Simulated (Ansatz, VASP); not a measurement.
# MgF2 in VASP and in Ansatz

Contents of POSCAR:

```
MgF2
1.0
    4.6220159946      0.0000000000      0.0000000000
    0.0000000000      4.6220159946      0.0000000000
    0.0000000000      0.0000000000      3.1070339947
Mg F
2 4
Direct
    0.0000000000      0.0000000000      0.0000000000
    0.5000000000      0.5000000000      0.5000000000
    0.3037306658      0.3037306658      0.0000000000
    0.1962693342      0.8037306658      0.5000000000
    0.8037306658      0.1962693342      0.5000000000
    0.6962693342      0.6962693342      0.0000000000
```

File INCAR.step1:

```
SYSTEM = MgF2
PREC     = Accurate       ! precision mode
ENCUT    = 520            ! plane-wave cutoff, eV
EDIFF    = 1E-5           ! SCF threshold, eV
ISMEAR   = 0              ! smearing method
SIGMA    = 0.01           ! smearing width, eV
LREAL    = .False.        ! projectors in reciprocal space
LASPH    = .True.         ! aspherical terms in the spheres
NELM     = 120            ! most SCF steps
ALGO     = Normal         ! electronic algorithm
ISIF     = 2              ! what is computed and relaxed
LWAVE    = .True.         ! write WAVECAR
LCHARG   = .False.        ! write CHGCAR
GGA      = PE             ! functional
NBANDS   = 25             ! bands
GGA_COMPAT= .False.      
KPAR     = 4
```

Contents of INCAR.step2:

```
SYSTEM = MgF2
PREC     = Accurate       ! precision mode
ENCUT    = 520            ! plane-wave cutoff, eV
EDIFF    = 1E-6           ! SCF threshold, eV
ISMEAR   = 0              ! smearing method
SIGMA    = 0.01           ! smearing width, eV
LREAL    = .False.        ! projectors in reciprocal space
LASPH    = .True.         ! aspherical terms in the spheres
NELM     = 120            ! most SCF steps
ALGO     = Normal         ! electronic algorithm
ISIF     = 2              ! what is computed and relaxed
LWAVE    = .False.        ! write WAVECAR
LCHARG   = .False.        ! write CHGCAR
GGA      = PE             ! functional
LHFCALC  = .True.         ! exact exchange
HFSCREEN = 0.2079         ! screening, 1/A
PRECFOCK = Normal       
ISTART   = 1            
NBANDS   = 25             ! bands
GGA_COMPAT= .False.      
KPAR     = 4
```

Contents of KPOINTS:

```
Automatic mesh
0
Gamma
  4 4 6
  0 0 0
```

Input for Ansatz:

```yaml
crystal:
  lattice:
    - [4.6220159946, 0.0, 0.0]
    - [0.0, 4.6220159946, 0.0]
    - [0.0, 0.0, 3.1070339947]
  atoms:
    - { symbol: Mg, position: [0.0, 0.0, 0.0] }
    - { symbol: Mg, position: [0.5, 0.5, 0.5] }
    - { symbol: F, position: [0.3037306658, 0.3037306658, 0.0] }
    - { symbol: F, position: [0.1962693342, 0.8037306658, 0.5] }
    - { symbol: F, position: [0.8037306658, 0.1962693342, 0.5] }
    - { symbol: F, position: [0.6962693342, 0.6962693342, 0.0] }
kpoints:
  mp_grid: { grid: [4, 4, 6] }
  band_path:
    path:
      - [0.0, 0.0, 0.0]
      - [0.0, 0.5, 0.0]
      - [0.5, 0.5, 0.0]
      - [0.0, 0.0, 0.5]
      - [0.0, 0.5, 0.5]
      - [0.5, 0.5, 0.5]
    npoints: 1
hamiltonian:
  xc: hse06
scf:
  occupations: { method: fixed }
  n_extra_bands: 5
output:
  forces: true
  stress: true
  eigenvalues: true
```

Change from the starting cell: uniaxial_z strain +2.0%.

Alike in both runs: task single point; functional HSE06; k mesh 4 × 4 × 6; no spin polarisation.

```csv
,VASP,Ansatz
version,VASP 6.6.1,Ansatz 0.2.0
potentials or method,"VASP PAW PBE potentials, release 64 (Mg, F)","plane waves, PAW"
plane-wave cutoff (eV),520,420
occupations,"gaussian, width 0.01 eV",fixed
valence electrons in the cell,32,48
```

Ansatz gave:

| Quantity | Value |
| --- | --- |
| gap on the k mesh at the Fermi level (eV) | 9.30 |
| pressure (GPa) | -1.1 |
| traceless stress, the component that is largest in VASP (GPa) | -1.85 |
| rms of the force components (eV/Å) | 0.008 |

Task: What did VASP give for the same quantities?

Result: gap on the k mesh at the Fermi level (eV): 9.24; pressure (GPa): -1.5; traceless stress, the component that is largest in VASP (GPa): -1.87; rms of the force components (eV/Å): 0.006.

Atom by atom the forces differ by 0.001 eV/Å (rms over components). VASP's potentials hold 32 valence electrons a cell and Ansatz's 48, so a difference there can come from the potentials and not from the codes. Ansatz's warnings: stress exchange threshold loose, stress scf threshold loose.
